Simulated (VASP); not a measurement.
# TaN in VASP: single point with PBE+D3(BJ)

Aim: the single point of TaN with PBE+D3(BJ).

Program: VASP 6.6.1. These are calculated values, not measurements. Logs are shortened: lines on timing, memory, paths and dates and some standing lists are left out, and cuts for length are marked.

### 1 The cell of the first run

The cell holds a slab with vacuum, 24 atoms: a = 5.762 Å, b = 5.857 Å, c = 23.918 Å, α = 90.00°, β = 90.00°, γ = 90.00°.

### 2 Single point, PBE+D3(BJ)

Contents of INCAR:

```
PREC = Accurate
ENCUT = 520
EDIFF = 1E-6
ISMEAR = 0
SIGMA = 0.1
LREAL = Auto
LASPH = True
NELM = 60
ALGO = Normal
ISIF = 2
LWAVE = False
LCHARG = False
LDIPOL = True
IDIPOL = 3
DIPOL = 0.5 0.5 0.459
GGA = PE
IVDW = 12
NBANDS = 114
```

Contents of KPOINTS:

```
Automatic mesh
0
Gamma
  3 3 1
```

Contents of POSCAR:

```
TaN
1.0
    5.7615861975      0.0000000000      0.0000000000
    0.0000000000      5.8570264691      0.0000000000
    0.0000000000      0.0000000000     23.9177226650
N Ta
12 12
Direct
    0.0000000000      0.7500000000      0.3344800052
    0.0000000000      0.2500000000      0.3344800052
    0.5000000000      0.7500000000      0.3344800052
    0.5000000000      0.2500000000      0.3344800052
    0.0000000000      0.5000000000      0.4405171431
    0.0000000000      0.0000000000      0.4405171431
    0.5000000000      0.5000000000      0.4405171431
    0.5000000000      0.0000000000      0.4405171431
   -0.0000152112      0.2500551554      0.5477405773
   -0.0000161760      0.7499803072      0.5475592579
    0.4999869858      0.2500354422      0.5477837330
    0.5000339334      0.7499581562      0.5476955276
    0.2500000000      0.0000000000      0.3698257178
    0.2500000000      0.5000000000      0.3698257178
    0.7500000000      0.0000000000      0.3698257178
    0.7500000000      0.5000000000      0.3698257178
    0.2499971163      0.7499426175      0.4771346790
    0.2499756509      0.2499898256      0.4771761303
    0.7500038064      0.7500181983      0.4771381613
    0.7500132559      0.2500073985      0.4771893781
    0.2501023612      0.5000950049      0.5831911878
    0.2496550044     -0.0004669807      0.5845137362
    0.7504217590      0.5005035777      0.5845063454
    0.7497837417     -0.0001292570      0.5831616594
```

Potentials or basis: VASP PAW PBE potentials, release 64 (N, Ta_pv).

Started as:

```bash
> cat potpaw_PBE.64/N/POTCAR potpaw_PBE.64/Ta_pv/POTCAR > POTCAR
> mpirun -np 1 vasp_std > vasp.out
```

OUTCAR:

```text
PREC = Accurate
   ENCUT = 520
   EDIFF = 1E-6
   ISMEAR = 0
   LREAL = Auto
   LASPH = True
   NELM = 60
   ISIF = 2
   GGA = PE
   IVDW = 12
 IVDW          = 12

 ion  position               nearest neighbor table
   1  0.000  0.750  0.334-  13 2.22  14 2.22  15 2.22  16 2.22
   2  0.000  0.250  0.334-  13 2.22  14 2.22  15 2.22  16 2.22
   3  0.500  0.750  0.334-  13 2.22  14 2.22  15 2.22  16 2.22
   4  0.500  0.250  0.334-  13 2.22  14 2.22  15 2.22  16 2.22
   5  0.000  0.500  0.441-  14 2.22  16 2.22  17 2.23  19 2.23  18 2.23  20 2.23
   6  0.000  0.000  0.441-  13 2.22  15 2.22  19 2.23  17 2.23  18 2.23  20 2.23
   7  0.500  0.500  0.441-  14 2.22  16 2.22  17 2.23  19 2.23  18 2.23  20 2.23
   8  0.500  0.000  0.441-  13 2.22  15 2.22  19 2.23  17 2.23  18 2.23  20 2.23
   9  1.000  0.250  0.548-  20 2.22  18 2.22  21 2.22  24 2.22  23 2.23  22 2.24
  10  1.000  0.750  0.548-  19 2.22  17 2.22  21 2.22  24 2.22  23 2.23  22 2.23
  11  0.500  0.250  0.548-  20 2.22  18 2.22  24 2.22  21 2.22  22 2.24  23 2.24
  12  0.500  0.750  0.548-  19 2.22  17 2.22  24 2.22  21 2.22  23 2.23  22 2.23
  13  0.250  0.000  0.370-   1 2.22   2 2.22   3 2.22   4 2.22   6 2.22   8 2.22  15 2.88  15 2.88
                            14 2.93  14 2.93  17 2.96  18 2.96
  14  0.250  0.500  0.370-   1 2.22   2 2.22   3 2.22   4 2.22   5 2.22   7 2.22  16 2.88  16 2.88
                            13 2.93  13 2.93  17 2.95  18 2.96
  15  0.750  0.000  0.370-   1 2.22   2 2.22   3 2.22   4 2.22   6 2.22   8 2.22  13 2.88  13 2.88
[... 5 lines left out ...]
  18  0.250  0.250  0.477-   9 2.22  11 2.22   6 2.23   5 2.23   8 2.23   7 2.23  20 2.88  20 2.88
                            17 2.93  21 2.93  17 2.93  13 2.96  14 2.96  22 2.96
  19  0.750  0.750  0.477-  10 2.22  12 2.22   6 2.23   8 2.23   5 2.23   7 2.23  17 2.88  17 2.88
                            24 2.93  20 2.93  20 2.93  23 2.95  15 2.95  16 2.96
  20  0.750  0.250  0.477-   9 2.22  11 2.22   5 2.23   6 2.23   7 2.23   8 2.23  18 2.88  18 2.88
                            24 2.93  19 2.93  19 2.93  16 2.96  15 2.96  23 2.96
  21  0.250  0.500  0.583-  11 2.22  12 2.22   9 2.22  10 2.22  23 2.88  23 2.88  22 2.93  18 2.93
                            17 2.93  22 2.93
  22  0.250  1.000  0.585-  10 2.23  12 2.23   9 2.24  11 2.24  24 2.88  24 2.88  21 2.93  21 2.93
                            17 2.96  18 2.96
  23  0.750  0.501  0.585-  10 2.23  12 2.23   9 2.23  11 2.24  21 2.88  21 2.88  24 2.92  24 2.93
                            19 2.95  20 2.96
  24  0.750  1.000  0.583-  12 2.22  11 2.22   9 2.22  10 2.22  22 2.88  22 2.88  23 2.92  20 2.93
                            19 2.93  23 2.93

  LATTYP: Found a simple orthorhombic cell.
 ALAT       =     5.7615861975
 B/A-ratio  =     1.0165649299
 C/A-ratio  =     4.1512392326

  Lattice vectors:

 A1 = (   5.7615861975,   0.0000000000,   0.0000000000)
 A2 = (   0.0000000000,   5.8570264691,   0.0000000000)
 A3 = (   0.0000000000,   0.0000000000,  23.9177226650)

Analysis of symmetry for initial positions (statically):
=====================================================================
 Subroutine PRICEL returns:
 Original cell was already a primitive cell.

 Routine SETGRP: Setting up the symmetry group for a
 simple orthorhombic supercell.

 Subroutine GETGRP returns: Found  1 space group operations
 (whereof  1 operations were pure point group operations)
 out of a pool of  8 trial point group operations.

The static configuration has the point symmetry C_1 .

Analysis of symmetry for dynamics (positions and initial velocities):
=====================================================================
 Subroutine PRICEL returns:
 Original cell was already a primitive cell.

 Routine SETGRP: Setting up the symmetry group for a
 simple orthorhombic supercell.

 Subroutine GETGRP returns: Found  1 space group operations
 (whereof  1 operations were pure point group operations)
 out of a pool of  8 trial point group operations.

The dynamic configuration has the point symmetry C_1 .

 Subroutine INISYM returns: Found  1 space group operations
 (whereof  1 operations are pure point group operations),
 and found     1 'primitive' translations

----------------------------------------------------------------------------------------

                                     Primitive cell

  volume of cell :     807.1218

[... 72 lines left out ...]
     0.057854438  0.000000000  0.000000000     0.333333333  0.000000000  0.000000000
     0.000000000  0.056911700  0.000000000     0.000000000  0.333333333  0.000000000
     0.000000000  0.000000000  0.041810001     0.000000000  0.000000000  1.000000000

  Length of vectors
     0.057854438  0.056911700  0.041810001

  Shift w.r.t. Gamma in fractional coordinates (k-lattice)
     0.000000000  0.000000000  0.000000000

 Subroutine IBZKPT returns following result:
 ===========================================

 Found      5 irreducible k-points:

 Following reciprocal coordinates:
            Coordinates               Weight
  0.000000  0.000000  0.000000      1.000000
  0.333333  0.000000  0.000000      2.000000
  0.000000  0.333333  0.000000      2.000000
  0.333333  0.333333  0.000000      2.000000
  0.333333 -0.333333  0.000000      2.000000
   k-points           NKPTS =      5   k-points in BZ     NKDIM =      5   number of bands    NBANDS=    114
   number of dos      NEDOS =    301   number of ions     NIONS =     24
   total plane-waves  NPLWV = 414720
   dimension x,y,z NGX =    48 NGY =   48 NGZ =  180
   dimension x,y,z NGXF=    96 NGYF=   96 NGZF=  360
   ions per type =              12  12
   NGX,Y,Z   is equivalent  to a cutoff of  13.85, 13.62, 12.51 a.u.
   NGXF,Y,Z  is equivalent  to a cutoff of  27.70, 27.25, 25.02 a.u.
 SYSTEM =  unknown system
   PREC   = accura    normal or accurate (medium, high low for compatibility)
   ISTART =      0    job   : 0-new  1-cont  2-samecut
   ICHARG =      2    charge: 1-file 2-atom 10-const
   ISPIN  =      1    spin polarized calculation?
   LNONCOLLINEAR =      F non collinear calculations
   LSORBIT =      F    spin-orbit coupling
   LASPH  =      T    aspherical Exc in radial PAW
   ENCUT  =  520.0 eV  38.22 Ry    6.18 a.u.  10.71 10.89 44.47*2*pi/ulx,y,z
   NELM   =     60;   NELMIN=  2; NELMDL= -5     # of ELM steps
   EDIFF  = 0.1E-05   stopping-criterion for ELM
   LREAL  =      T    real-space projection
   EDIFFG = 0.1E-04   stopping-criterion for IOM
   NSW    =      0    number of steps for IOM
   IBRION =     -1    ionic relax: 0-MD 1-quasi-New 2-CG
   NFREE  =      0    steps in history (QN), initial steepest desc. (CG)
   ISIF   =      2    stress and relaxation
   ISYM   =      2    0-nonsym 1-usesym 2-fastsym
   POTIM  = 0.5000    time-step for ionic-motion
   TEBEG  =    0.0;   TEEND  =   0.0 temperature during run
   PSTRESS=    0.0 pullay stress
   NELECT =     192.0000    total number of electrons
   NUPDOWN=      -1.0000    fix difference up-down
   EMIN   =  10.00;   EMAX   =-10.00  energy-range for DOS
   EFERMI =   0.00;   METHOD = LEGACY
   ISMEAR =     0;   SIGMA  =   0.10  broadening in eV -4-tet -1-fermi 0-gaus
   EFERMI_NEDOS =   21; number of points for ismear=-14 and -15
   IALGO  =     38    algorithm
   IMIX   =      4    mixing-type and parameters
     AMIX     =   0.40;   BMIX     =  1.00
     AMIX_MAG =   1.60;   BMIX_MAG =  1.00
  volume/ion in A,a.u.               =      33.63       226.95
  Fermi-wavevector in a.u.,A,eV,Ry     =   1.014368  1.916878 13.999612  1.028942
  Thomas-Fermi vector in A             =   2.147591
   LORBIT       =      0    0 simple, 1 ext, 2 COOP (PROOUT), +10 PAW based schemes
   GGA     = PE    functional components
   LHFCALC =     F    Hartree Fock is set to
   AEXX    =    0.0000 exact exchange contribution
   IVDW    =    12    specifies the selected vdW correction
   LEPSILON=     F    determine dielectric tensor
   LRPA    =     F    only Hartree local field effects (RPA)
 non-spin polarized calculation
 Gauss-broadening in eV      SIGMA  =   0.10
  energy-cutoff  :      520.00
  volume of cell :      807.12
 maximum number of plane-waves:     21752
 NGX is ok and might be reduce to    48
   NGX = 21   NGY = 21   NGZ = 89

 dipolmoment           0.000000      0.000000      0.222558 electrons x Angstroem

 number of electron     191.9999998 magnetization

 dipolmoment           0.000000      0.000000     -0.165701 electrons x Angstroem

 Free energy of the ion-electron system (eV)
  ---------------------------------------------------
  ext. energy  EPLUGINS =         0.00000000
  ---------------------------------------------------
  free energy    TOTEN  =      -256.83980338 eV

  energy without entropy =     -256.77191619  energy(sigma->0) =     -256.80585979

 E-fermi :  -1.3875     XC(G=0):  -5.1404

 val. band max:       -1.4394863951   @ k =   0.0000   0.0000   0.0000
 cond. band min:      -1.3728831911   @ k =   0.3333   0.0000   0.0000
 fundamental gap:      0.0666032041
 Fermi energy:        -1.3874887554

 k-point     1 :       0.0000    0.0000    0.0000
  band No.  band energies     occupation
      1     -36.9352      2.00000
      2     -36.9284      2.00000
      3     -36.7793      2.00000
      4     -36.7733      2.00000
      5     -36.7275      2.00000
      6     -36.7046      2.00000
[... 544 lines left out ...]
    107       1.1429      0.00000
    108       1.2893      0.00000
 [bands above 108 left out]

------------------------ aborting loop because EDIFF is reached ----------------------------------------

 vacuum level on the upper side and lower side of the slab       (xc-potential included)        -0.560         0.314

 Edisp (eV)   -7.68190

 E8    (eV) :    -3.6619

  FORCE on cell =-STRESS in cart. coord.  units (eV):
  Direction    XX          YY          ZZ          XY          YZ          ZX
  --------------------------------------------------------------------------------------
  -------------------------------------------------------------------------------------
  Total     -25.95948   -28.41464    -7.09326    -0.00029     0.00075     0.00224
  in kB     -51.53087   -56.40449   -14.08048    -0.00057     0.00149     0.00444
  external pressure =      -40.67 kB  Pullay stress =        0.00 kB

 VOLUME and BASIS-vectors are now :
 -----------------------------------------------------------------------------
  energy-cutoff  :      520.00
  volume of cell :      807.12
      direct lattice vectors                 reciprocal lattice vectors
     5.761586197  0.000000000  0.000000000     0.173563315  0.000000000  0.000000000
     0.000000000  5.857026469  0.000000000     0.000000000  0.170735100  0.000000000
     0.000000000  0.000000000 23.917722665     0.000000000  0.000000000  0.041810001

 POSITION                                       TOTAL-FORCE (eV/Angst)
 -----------------------------------------------------------------------------------
      0.00000      4.39277      8.00000        -0.000331     -0.000106      2.948984
      0.00000      1.46426      8.00000        -0.000333     -0.000036      2.950221
      2.88079      4.39277      8.00000         0.000356     -0.000084      2.948782
      2.88079      1.46426      8.00000         0.000344     -0.000079      2.950211
      0.00000      2.92851     10.53617        -0.001674     -0.003224      0.325311
      0.00000      0.00000     10.53617         0.001319      0.002241      0.325552
[... 16 lines left out ...]
      4.32362      2.93146     13.98006        -0.016281     -0.025430      0.007074
      4.31994      5.85627     13.94790         0.006225      0.009614      0.080174
 -----------------------------------------------------------------------------------
    total drift:                               -0.000270      0.000175      0.012908

  FREE ENERGIE OF THE ION-ELECTRON SYSTEM (eV)
  ---------------------------------------------------
  free  energy   TOTEN  =      -264.5217004858 eV

  energy  without entropy=     -264.4538132936  energy(sigma->0) =     -264.48775689

 vacuum level on the upper side and lower side of the slab         3.908         4.804
```

It took 29 min on 1 thread of Intel Xeon Platinum 8259CL at 2.50GHz (Skylake/Cascade Lake), shared host; peak memory 0.96 GiB.

Results:

```yaml
Free_energy: -264.5217 eV
Largest_force: 3.336 eV/Å
Band_gap_on_the_k_mesh: zero (bands 96 and 97 overlap by 0.03 eV)
Dispersion_energy_per_atom: -0.320 eV
```

Forces on the atoms (eV/Å):
```
N    0.000  0.000  2.949
N    0.000  0.000  2.950
N    0.000  0.000  2.949
N    0.000  0.000  2.950
N   -0.002 -0.003  0.325
N    0.001  0.002  0.326
N    0.001 -0.003  0.330
N   -0.002  0.002  0.330
N    0.001 -0.004  0.001
N    0.002  0.002  0.033
N    0.000 -0.002  0.004
N   -0.004  0.002  0.003
Ta   0.000  0.000 -3.305
Ta   0.000 -0.001 -3.336
Ta   0.000  0.001 -3.335
Ta   0.000 -0.001 -3.305
Ta   0.005  0.004 -0.007
Ta   0.005 -0.002 -0.001
Ta  -0.005  0.001 -0.013
Ta  -0.005  0.001 -0.010
Ta   0.003 -0.008  0.073
Ta   0.009  0.024  0.002
Ta  -0.016 -0.025  0.007
Ta   0.006  0.010  0.080
```

Levels at points of the mesh, in eV from the Fermi level:
| k point | band 93 | band 94 | band 95 | band 96 | band 97 | band 98 | band 99 | band 100 |
| --- | --- | --- | --- | --- | --- | --- | --- | --- |
| (0.00, 0.00, 0.00) | -0.71 | -0.66 | -0.05 | 0.07 | 0.26 | 0.90 | 1.11 | 1.51 |

Caveat: the k points lie up to 0.36 Å⁻¹ apart; spin-orbit coupling is left out, which moves the levels of the heavy elements.

The gap in the log of VASP goes by the Fermi energy; the results here count the filled bands.